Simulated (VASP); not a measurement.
A run of VASP 6.6.1 is set up as follows.

The input POSCAR:

```
ZrH
1.0
    3.2927385600      0.0000000000      0.0000000000
    0.0000000000      3.2927385600      0.0000000000
    0.0000000000      0.0000000000      5.0355679400
Zr H
2 2
Direct
    0.0000000000      0.5000000000      0.0000000000
    0.5000000000      0.0000000000      0.5000000000
    0.0000000000      0.0000000000      0.7500000000
    0.0000000000      0.0000000000      0.2500000000
```

INCAR.step1

```
SYSTEM = ZrH
ALGO = Normal
EDIFF = 1E-4
ENCUT = 520
GGA = PE
ISMEAR = -1
LASPH = .True.
LCHARG = .False.
LREAL = .False.
LWAVE = .True.
NBANDS = 21
NELM = 80
PREC = Accurate
SIGMA = 0.1
```

File INCAR.step2:

```
SYSTEM = ZrH
ALGO = Normal
EDIFF = 1E-6
ENCUT = 520
ISIF = 2
ISMEAR = -1
ISTART = 1
LASPH = .True.
LCHARG = .False.
LMIXTAU = .True.
LREAL = .False.
LWAVE = .False.
METAGGA = R2SCAN
NBANDS = 21
NELM = 80
PREC = Accurate
SIGMA = 0.1
```

The input KPOINTS:

```
k-points
0
Gamma
  10 10 7
  0 0 0
```

Potentials or basis: VASP PAW PBE potentials, release 64 (Zr_sv, H).

Run with:

```sh
$ cat potpaw_PBE.64/Zr_sv/POTCAR potpaw_PBE.64/H/POTCAR > POTCAR
$ cp INCAR.step1 INCAR
$ mpirun -np 1 vasp_std > vasp.out
$ cp INCAR.step2 INCAR
$ mpirun -np 1 vasp_std > vasp.out
```

Q: Predict the band gap on the k mesh.

A: Zero (bands 13 and 14 overlap by 0.74 eV).

Q: Predict the pressure.

A: -4.5 GPa.

Stress tensor (GPa, compression positive):
```
-4.31  0.00  0.00
 0.00 -4.31  0.00
 0.00  0.00 -4.77
```

Caveat: the cell stands under tension; the PAW data sets were made with another functional, which shifts forces and pressure a little.
